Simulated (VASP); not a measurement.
# Ni (P6/mmm) in VASP: further runs

Ni is run at these levels: r2SCAN; tasks: single point.

Everything below comes from runs of VASP 6.6.1. Logs are shortened: lines on timing, memory, paths and dates and some standing lists are left out, and cuts for length are marked.

**1. The cell of the first run**

It takes space group P6/mmm (No. 191, hexagonal). The conventional cell has a = 4.042 Å, b = 4.042 Å, c = 2.428 Å, α = 90.00°, β = 90.00°, γ = 120.00°. Within 3.2 Å of Ni (site symmetry 6/mmm) lie 14 Ni at 2.43 to 2.63 Å. Ni (site symmetry -6m2) has 11 Ni at 2.33 to 2.63 Å within 3.1 Å.

This isn't the form of Ni at room conditions, which is fcc.

**2. Single point, r2SCAN (11.45 Å³/atom)**

File POSCAR:

```
Ni
1.0
    4.0416515177      0.0000000000      0.0000000000
   -2.0208257588      3.5001728875      0.0000000000
    0.0000000000      0.0000000000      2.4283486347
Ni
3
Direct
    1.0000000000      0.0000000000      0.0000000000
    0.3333333333      0.6666666667      0.5000000000
    0.6666666667      0.3333333333      0.5000000000
```

File INCAR.step1:

```
SYSTEM = Ni
PREC = Accurate
ENCUT = 520
ISMEAR = -1
SIGMA = 0.1
LREAL = .False.
LASPH = .True.
NELM = 60
NBANDS = 22
GGA = PE
ALGO = Normal
EDIFF = 1E-4
LWAVE = .True.
LCHARG = .False.
```

File INCAR.step2:

```
SYSTEM = Ni
PREC = Accurate
ENCUT = 520
EDIFF = 1E-7
ISMEAR = -1
SIGMA = 0.1
LREAL = .False.
LASPH = .True.
NELM = 60
ALGO = Normal
ISIF = 2
LWAVE = .False.
LCHARG = .False.
METAGGA = R2SCAN
LMIXTAU = .True.
NBANDS = 22
ISTART = 1
```

File KPOINTS:

```
Automatic mesh
0
Gamma
  10 10 15
  0 0 0
```

Potentials or basis: VASP PAW PBE potentials, release 64 (Ni).

The run is started by

```sh
> cat potpaw_PBE.64/Ni/POTCAR > POTCAR
> cp INCAR.step1 INCAR
> mpirun -np 1 vasp_std > vasp.out
> cp INCAR.step2 INCAR
> mpirun -np 1 vasp_std > vasp.out
```

OUTCAR:

```text
SYSTEM = Ni
   PREC = Accurate
   ENCUT = 520
   EDIFF = 1E-7
   ISMEAR = -1
   LREAL = .False.
   LASPH = .True.
   NELM = 60
   ISIF = 2
   METAGGA = R2SCAN
   ISTART = 1

 ion  position               nearest neighbor table
   1  0.000  0.000  0.000-   2 2.63   3 2.63   2 2.63   3 2.63   2 2.63   2 2.63   3 2.63   3 2.63
                             3 2.63   3 2.63   2 2.63   2 2.63
   2  0.333  0.667  0.500-   3 2.33   3 2.33   3 2.33   1 2.63   1 2.63   1 2.63   1 2.63   1 2.63
                             1 2.63
   3  0.667  0.333  0.500-   2 2.33   2 2.33   2 2.33   1 2.63   1 2.63   1 2.63   1 2.63   1 2.63
                             1 2.63

  LATTYP: Found a hexagonal cell.
 ALAT       =     4.0416515177
 C/A-ratio  =     0.6008307802

  Lattice vectors:

 A1 = (   4.0416515177,   0.0000000000,   0.0000000000)
 A2 = (  -2.0208257588,   3.5001728875,   0.0000000000)
 A3 = (   0.0000000000,   0.0000000000,   2.4283486347)

Analysis of symmetry for initial positions (statically):
=====================================================================
 Subroutine PRICEL returns:
 Original cell was already a primitive cell.

 Routine SETGRP: Setting up the symmetry group for a
 hexagonal supercell.

 Subroutine GETGRP returns: Found 24 space group operations
 (whereof 24 operations were pure point group operations)
 out of a pool of 24 trial point group operations.

The static configuration has the point symmetry D_6h.

Analysis of symmetry for dynamics (positions and initial velocities):
=====================================================================
 Subroutine PRICEL returns:
 Original cell was already a primitive cell.

 Routine SETGRP: Setting up the symmetry group for a
 hexagonal supercell.

 Subroutine GETGRP returns: Found 24 space group operations
 (whereof 24 operations were pure point group operations)
 out of a pool of 24 trial point group operations.

The dynamic configuration has the point symmetry D_6h.

 Subroutine INISYM returns: Found 24 space group operations
 (whereof 24 operations are pure point group operations),
 and found     1 'primitive' translations

----------------------------------------------------------------------------------------

                                     Primitive cell

  volume of cell :      34.3526

  direct lattice vectors                    reciprocal lattice vectors
     4.041651518  0.000000000  0.000000000     0.247423608  0.142850087  0.000000000
    -2.020825759  3.500172888  0.000000000     0.000000000  0.285700173  0.000000000
     0.000000000  0.000000000  2.428348635     0.000000000  0.000000000  0.411802484

  length of vectors
     4.041651518  4.041651518  2.428348635     0.285700173  0.285700173  0.411802484

  position of ions in fractional coordinates (direct lattice)
     0.000000000  0.000000000  0.000000000
     0.333333333  0.666666667  0.500000000
     0.666666667  0.333333333  0.500000000

  ion indices of the primitive-cell ions
   primitive index   ion index
                 1           1
                 2           2
                 3           3

----------------------------------------------------------------------------------------

 KPOINTS: Automatic mesh

Automatic generation of k-mesh.
 Grid dimensions read from file:
 generate k-points for:   10   10   15

 Generating k-lattice:

  Cartesian coordinates                     Fractional coordinates (reciprocal lattice)
     0.024742361  0.014285009  0.000000000     0.100000000 -0.000000000  0.000000000
     0.000000000  0.028570017  0.000000000     0.000000000  0.100000000  0.000000000
     0.000000000  0.000000000  0.027453499     0.000000000  0.000000000  0.066666667

  Length of vectors
     0.028570017  0.028570017  0.027453499

  Shift w.r.t. Gamma in fractional coordinates (k-lattice)
     0.000000000  0.000000000  0.000000000

 Subroutine IBZKPT returns following result:
 ===========================================

 Found    112 irreducible k-points:

 Following reciprocal coordinates:
            Coordinates               Weight
  0.000000  0.000000  0.000000      1.000000
  0.100000  0.000000  0.000000      6.000000
  0.200000  0.000000  0.000000      6.000000
  0.300000  0.000000  0.000000      6.000000
  0.400000  0.000000  0.000000      6.000000
  0.500000  0.000000  0.000000      3.000000
[... 16 lines left out ...]
  0.300000  0.100000  0.066667     24.000000
  0.400000  0.100000  0.066667     24.000000
 [... further k-points ...]
   k-points           NKPTS =    112   k-points in BZ     NKDIM =    112   number of bands    NBANDS=     22
   number of dos      NEDOS =    301   number of ions     NIONS =      3
   total plane-waves  NPLWV =  16200
   dimension x,y,z NGX =    30 NGY =   30 NGZ =   18
   dimension x,y,z NGXF=    60 NGYF=   60 NGZF=   36
   ions per type =               3
   NGX,Y,Z   is equivalent  to a cutoff of  12.34, 12.34, 12.32 a.u.
   NGXF,Y,Z  is equivalent  to a cutoff of  24.68, 24.68, 24.65 a.u.
 SYSTEM =  Ni
   PREC   = accura    normal or accurate (medium, high low for compatibility)
   ISTART =      1    job   : 0-new  1-cont  2-samecut
   ICHARG =      0    charge: 1-file 2-atom 10-const
   ISPIN  =      1    spin polarized calculation?
   LNONCOLLINEAR =      F non collinear calculations
   LSORBIT =      F    spin-orbit coupling
   LASPH  =      T    aspherical Exc in radial PAW
   ENCUT  =  520.0 eV  38.22 Ry    6.18 a.u.   7.51  7.51  4.52*2*pi/ulx,y,z
   NELM   =     60;   NELMIN=  2; NELMDL=  0     # of ELM steps
   EDIFF  = 0.1E-06   stopping-criterion for ELM
   LREAL  =      F    real-space projection
   EDIFFG = 0.1E-05   stopping-criterion for IOM
   NSW    =      0    number of steps for IOM
   IBRION =     -1    ionic relax: 0-MD 1-quasi-New 2-CG
   NFREE  =      0    steps in history (QN), initial steepest desc. (CG)
   ISIF   =      2    stress and relaxation
   ISYM   =      2    0-nonsym 1-usesym 2-fastsym
   POTIM  = 0.5000    time-step for ionic-motion
   TEBEG  =    0.0;   TEEND  =   0.0 temperature during run
   PSTRESS=    0.0 pullay stress
   NELECT =      30.0000    total number of electrons
   NUPDOWN=      -1.0000    fix difference up-down
   EMIN   =  10.00;   EMAX   =-10.00  energy-range for DOS
   EFERMI =   0.00;   METHOD = LEGACY
   ISMEAR =    -1;   SIGMA  =   0.10  broadening in eV -4-tet -1-fermi 0-gaus
   EFERMI_NEDOS =   21; number of points for ismear=-14 and -15
   IALGO  =     38    algorithm
   IMIX   =      4    mixing-type and parameters
     AMIX     =   0.40;   BMIX     =  1.00
     AMIX_MAG =   1.60;   BMIX_MAG =  1.00
  volume/ion in A,a.u.               =      11.45        77.27
  Fermi-wavevector in a.u.,A,eV,Ry     =   1.564812  2.957066 33.315716  2.448636
  Thomas-Fermi vector in A             =   2.667380
   LORBIT       =      0    0 simple, 1 ext, 2 COOP (PROOUT), +10 PAW based schemes
   METAGGA = R2SCAN    functional components
   LHFCALC =     F    Hartree Fock is set to
   AEXX    =    0.0000 exact exchange contribution
   IVDW    =     0    specifies the selected vdW correction
   LEPSILON=     F    determine dielectric tensor
   LRPA    =     F    only Hartree local field effects (RPA)
 non-spin polarized calculation
  energy-cutoff  :      520.00
  volume of cell :       34.35
 maximum number of plane-waves:       945
   NGX = 15   NGY = 15   NGZ =  9

 number of electron      29.9999984 magnetization

 Free energy of the ion-electron system (eV)
  ---------------------------------------------------
  ext. energy  EPLUGINS =         0.00000000
  ---------------------------------------------------
  free energy    TOTEN  =       -35.17088399 eV

  energy without entropy =      -34.91983530  energy(sigma->0) =      -35.04535965

 E-fermi :   8.2975     XC(G=0): -13.9885

 val. band max:        8.2932001982   @ k =   0.4000   0.2000   0.4667
 cond. band min:       8.3037595448   @ k =   0.4000   0.2000   0.0000
 fundamental gap:      0.0105593467
 Fermi energy:         8.2974908629

 k-point     1 :       0.0000    0.0000    0.0000
  band No.  band energies     occupation
      1      -0.5021      2.00000
      2       4.6406      2.00000
      3       5.6761      2.00000
      4       5.6762      2.00000
      5       5.7119      2.00000
      6       5.7119      2.00000
[... 14 lines left out ...]
     21      16.9171      0.00000
     22      17.0662      0.00000

 k-point     2 :       0.1000    0.0000    0.0000
  band No.  band energies     occupation
      1      -0.3654      2.00000
      2       4.6406      2.00000
      3       5.3565      2.00000
      4       5.5280      2.00000
      5       5.6746      2.00000
      6       5.9833      2.00000
[... 14 lines left out ...]
     21      17.6142      0.00000
     22      18.1917      0.00000

 k-point     3 :       0.2000    0.0000    0.0000
  band No.  band energies     occupation
      1       0.0390      2.00000
      2       4.5568      2.00000
      3       5.0068      2.00000
      4       5.4176      2.00000
      5       5.4736      2.00000
      6       6.0488      2.00000
[... 14 lines left out ...]
     21      18.9014      0.00000
     22      20.6825      0.00000

 k-point     4 :       0.3000    0.0000    0.0000
  band No.  band energies     occupation
      1       0.6921      2.00000
      2       4.2605      2.00000
      3       4.5558      2.00000
      4       5.3215      2.00000
      5       5.5076      2.00000
      6       5.9736      2.00000
[... 14 lines left out ...]
     21      20.6068      0.00000
     22      23.4732      0.00000

 k-point     5 :       0.4000    0.0000    0.0000
  band No.  band energies     occupation
      1       1.5560      2.00000
      2       3.5689      2.00000
      3       4.1684      2.00000
      4       5.4530      2.00000
      5       5.5898      2.00000
      6       5.8293      2.00000
[... 417 lines left out ...]
 k-point    22 :       0.2000    0.1000    0.0667
  band No.  band energies     occupation
      1       0.5537      2.00000
      2       4.4633      2.00000
      3       4.7821      2.00000
      4       5.2659      2.00000
      5       5.6918      2.00000
      6       6.0416      2.00000
[... 14 lines left out ...]
     21      21.2194      0.00000
     22      22.2749      0.00000

 k-point    23 :       0.3000    0.1000    0.0667
  band No.  band energies     occupation
      1       1.3055      2.00000
      2       4.0355      2.00000
      3       4.3411      2.00000
      4       5.4002      2.00000
      5       5.6476      2.00000
      6       5.9714      2.00000
[... 14 lines left out ...]
     21      23.1338      0.00000
     22      25.0960      0.00000

 k-point    24 :       0.4000    0.1000    0.0667
  band No.  band energies     occupation
      1       2.2258      2.00000
      2       3.2116      2.00000
      3       4.1211      2.00000
      4       5.5951      2.00000
      5       5.6708      2.00000
      6       5.8037      2.00000
[... 14 lines left out ...]
     21      24.2031      0.00000
     22      25.2697      0.00000

 [... further k-points ...]
[... 5 lines left out ...]
  --------------------------------------------------------------------------------------
  -------------------------------------------------------------------------------------
  Total       -2.9004504     -2.9004504     -2.8375144     -0.0000000      0.0000000      0.0000000
  in kB     -135.2747125   -135.2747125   -132.3394301     -0.0000000      0.0000000      0.0000000
  external PRESSURE =    -134.2962850 kB  Pullay stress =       0.0000000 kB

 VOLUME and BASIS-vectors are now :
 -----------------------------------------------------------------------------
  energy-cutoff  :      520.00
  volume of cell :       34.35
      direct lattice vectors                 reciprocal lattice vectors
     4.041651518  0.000000000  0.000000000     0.247423608  0.142850087  0.000000000
    -2.020825759  3.500172888  0.000000000     0.000000000  0.285700173  0.000000000
     0.000000000  0.000000000  2.428348635     0.000000000  0.000000000  0.411802484

 POSITION                                       TOTAL-FORCE (eV/Angst)
 -----------------------------------------------------------------------------------
      0.00000      0.00000      0.00000         0.000000      0.000000      0.000000
     -0.00000      2.33345      1.21417        -0.000000      0.000000      0.000000
      2.02083      1.16672      1.21417         0.000000     -0.000000     -0.000000
 -----------------------------------------------------------------------------------
    total drift:                               -0.000000      0.000000      0.000000

  FREE ENERGIE OF THE ION-ELECTRON SYSTEM (eV)
  ---------------------------------------------------
  free  energy   TOTEN  =       -35.1708839921 eV

  energy  without entropy=      -34.9198352982  energy(sigma->0) =      -35.04535965
```

Run time: 5.8 min. Hardware: 1 thread of Intel Xeon Platinum 8259CL at 2.50GHz (Skylake/Cascade Lake), shared host; peak memory 0.19 GiB.

What came out:

```
Free energy            : -35.1709 eV
Pressure               : -13.4 GPa
Band gap on the k mesh : zero (bands 15 and 16 overlap by 0.65 eV)
```

Stress tensor (GPa, compression positive):
```
-13.53   0.00   0.00
  0.00 -13.53   0.00
  0.00   0.00 -13.23
```

Levels at points of the mesh, in eV from the Fermi level:
| k point | band 13 | band 14 | band 15 | band 16 | band 17 | band 18 | band 19 | band 20 |
| --- | --- | --- | --- | --- | --- | --- | --- | --- |
| (0.00, 0.00, 0.00) | -0.95 | -0.95 | 0.02 | 0.02 | 6.32 | 6.32 | 6.34 | 6.34 |
| (0.50, 0.00, 0.00) | -0.28 | -0.26 | -0.20 | -0.11 | 0.10 | 0.28 | 6.48 | 15.83 |

Caveat: the cell stands under tension; the PAW data sets were made with another functional, which shifts forces and pressure a little; the run has no spin polarisation, though such a crystal can be magnetic.

(Continued in part 2 of 2.)
